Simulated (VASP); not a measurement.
Write the native input for VASP 6.6.1 that does the following.

| Quantity | Value |
| --- | --- |
| Task | single point |
| Functional | PBEsol |
| Potentials or basis | VASP PAW PBE potentials, release 64 (La, O) |
| Cutoff | 520 eV |
| k mesh | 8 × 8 × 5 |
| Occupations | fermi-dirac, width 0.05 eV |
| Spin | no spin polarisation |
| Dipole correction | no |
| Further INCAR settings | ALGO = Normal; EDIFF = 1e-06; NBANDS = 28 |

The structure of La2O3 lies in POSCAR:

```
La2O3
1.0
    3.9307778780      0.0000000000      0.0000000000
   -1.9653889390      3.4041534990      0.0000000000
    0.0000000000      0.0000000000      6.1119535200
La O
2 3
Direct
    0.3394670000      0.6588080000      0.2459800000
    0.6754630000      0.3387370000      0.7552280000
    0.0055620000      0.0024750000     -0.0033560000
    0.3362110000      0.6643290000      0.6501560000
    0.6719440000      0.3266460000      0.3569860000
```

This cell differs from its parent crystal: atoms moved at random.

One way to write it, as run:

INCAR

```
SYSTEM = La2O3
ALGO     = Normal         ! electronic algorithm
EDIFF    = 1E-6           ! SCF threshold, eV
ENCUT    = 520            ! plane-wave cutoff, eV
GGA      = PS             ! functional
ISIF     = 2              ! what is computed and relaxed
ISMEAR   = -1             ! smearing method
LASPH    = .True.         ! aspherical terms in the spheres
LCHARG   = .True.         ! write CHGCAR
LELF     = .True.         ! ELF
LREAL    = .False.        ! projectors in reciprocal space
LVHAR    = .True.       
LWAVE    = .False.        ! write WAVECAR
NBANDS   = 28             ! bands
NELM     = 60             ! most SCF steps
PREC     = Accurate       ! precision mode
SIGMA    = 0.05           ! smearing width, eV
```

KPOINTS

```
k-points
0
Gamma
  8 8 5
  0 0 0
```

Potentials or basis: VASP PAW PBE potentials, release 64 (La, O).

The run is started by

```sh
$ cat potpaw_PBE.64/La/POTCAR potpaw_PBE.64/O/POTCAR > POTCAR
$ mpirun -np 1 vasp_std > vasp.out
```

It gave:

```
Pressure               : -3.3 GPa
Largest force          : 0.272 eV/Å
Band gap on the k mesh : 3.80 eV (least direct gap 3.96 eV)
```

Caveat: the cell differs from its parent crystal (atoms moved at random); the cell stands under tension; the PAW data sets were made with another functional, which shifts forces and pressure a little; spin-orbit coupling is left out, which moves the levels of the heavy elements.

Wall time 16 min on 1 thread of AMD EPYC 7R43 64-Core Processor (Zen 3), on a shared host, peak memory 0.41 GiB.
